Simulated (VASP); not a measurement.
Set up this calculation in VASP 6.6.1, as the native input.

| Property | Result |
| --- | --- |
| Task | single point |
| Functional | PBE |
| Potentials or basis | VASP PAW PBE potentials, release 64 (Co, Si) |
| Cutoff | 520 eV |
| k mesh | 14 × 14 × 14 |
| Occupations | fermi-dirac, width 0.03 eV |
| Spin | collinear spin, ferromagnetic start |
| Starting moments | [2.0, 0.0] μB |
| Dipole correction | no |
| Further INCAR settings | ALGO = Normal; EDIFF = 1e-06; NBANDS = 18 |

The structure of CoSi lies in POSCAR:

```
CoSi
1.0
    2.7341836370      0.0000000000      0.0000000000
    0.0000000000      2.7341836370      0.0000000000
    0.0000000000      0.0000000000      2.7341836370
Co Si
1 1
Direct
    0.0000000000      0.0000000000      0.0000000000
    0.5000000000      0.5000000000      0.5000000000
```

The input as run:

INCAR

```
ALGO = Normal ; EDIFF = 1E-6
ENCUT = 520 ; GGA = PE
ISIF = 2 ; ISMEAR = -1
ISPIN = 2 ; LASPH = True
LCHARG = False ; LMAXMIX = 4
LORBIT = 11 ; LREAL = False
LWAVE = False ; MAGMOM = 2 0
NBANDS = 18 ; NELM = 150
PREC = Accurate ; SIGMA = 0.03
```

KPOINTS

```
k-points
0
Gamma
  14 14 14
```

Potentials or basis: VASP PAW PBE potentials, release 64 (Co, Si).

The run is started by

```console
$ cat potpaw_PBE.64/Co/POTCAR potpaw_PBE.64/Si/POTCAR > POTCAR
$ mpirun -np 1 vasp_std > vasp.out
```

It gave:

```json
{"Pressure": "12.8 GPa", "Net moment": "0.54 μB per cell", "Site moments": "Co +0.53; Si +0.02 μB", "Valence electrons inside the program's atomic spheres": "Co 8.74; Si 1.60"}
```

Caveat: the cell stands under pressure.

Wall time 24 s on 1 thread of Intel(R) Xeon(R) 6975P-C (Granite Rapids) (shared host), peak memory 0.18 GiB.
